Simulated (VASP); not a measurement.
CuO, 4 atoms in the cell. The typed cell holds 4 atoms: a = 2.949 Å, b = 2.949 Å, c = 5.151 Å, α = 90.01°, β = 90.01°, γ = 89.85°. 

| Quantity | Value |
| --- | --- |
| Program | VASP 6.6.1 |
| Task | single point |
| Functional | PBE |
| Potentials or basis | VASP PAW PBE potentials, release 64 (Cu, O) |
| Cutoff | 520 eV |
| k mesh | 14 × 14 × 8 |
| Occupations | gaussian, width 0.1 eV |
| Spin | no spin polarisation |
| Dipole correction | no |
| Further INCAR settings | ALGO = Normal; EDIFF = 1e-07; NBANDS = 25 |

Potentials or basis: VASP PAW PBE potentials, release 64 (Cu, O).

Command:

```sh
$ cat potpaw_PBE.64/Cu/POTCAR potpaw_PBE.64/O/POTCAR > POTCAR
$ mpirun -np 1 vasp_std > vasp.out
```

Hardware: 1 thread of Intel(R) Xeon(R) 6975P-C (Granite Rapids), with other jobs on the host.

Q: How long does it take, and how much memory?

A: Run time: 2.5 min on 1 thread of Intel(R) Xeon(R) 6975P-C (Granite Rapids), with other jobs on the host, peak memory 0.48 GiB. Counts: scf iterations 16, k points 429.
